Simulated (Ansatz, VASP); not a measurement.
MgO: VASP beside Ansatz

```
CELL_PARAMETERS angstrom
3.24026 0.00000 0.00000
-1.62013 2.80615 0.00000
0.00000 0.00000 4.88116
ATOMIC_POSITIONS crystal
Mg 0.66667 0.33333 0.50216
Mg 0.33333 0.66667 0.00216
O 0.66667 0.33333 0.90244
O 0.33333 0.66667 0.40244
```

Alike in both runs: task single point; functional r2SCAN; k mesh 9 × 9 × 6; occupations fermi-dirac, width 0.05 eV; no spin polarisation.

```csv
,VASP,Ansatz
version,VASP 6.6.1,Ansatz 0.2.0
potentials or method,"VASP PAW PBE potentials, release 64 (Mg, O)",Ansatz PAW
plane-wave cutoff (eV),520,500
valence electrons in the cell,16,32
```

Ansatz gave:

```
gap on the k mesh at the Fermi level (eV)                     : 4.51
least direct gap on the mesh (eV)                             : 4.51
pressure (GPa)                                                : 8.2
traceless stress, the component that is largest in VASP (GPa) : -0.70
rms of the force components (eV/Å)                            : 0.023
```

Task: Estimate VASP's values.

Result: gap on the k mesh at the Fermi level (eV): 4.49; least direct gap on the mesh (eV): 4.49; pressure (GPa): 7.7; traceless stress, the component that is largest in VASP (GPa): -0.69; rms of the force components (eV/Å): 0.020.

VASP's potentials were made for PBE, not for r2SCAN. Atom by atom the forces differ by 0.003 eV/Å (rms over components). The functional is the same, so the differences come from potentials, cutoffs and numerics. VASP's potentials hold 16 valence electrons a cell and Ansatz's 32, so a difference there can come from the potentials and not from the codes.

Noted on Ansatz's run: odd divisions of the mesh miss points on the zone boundary, where band edges often lie, so the gap on the mesh can be too wide.
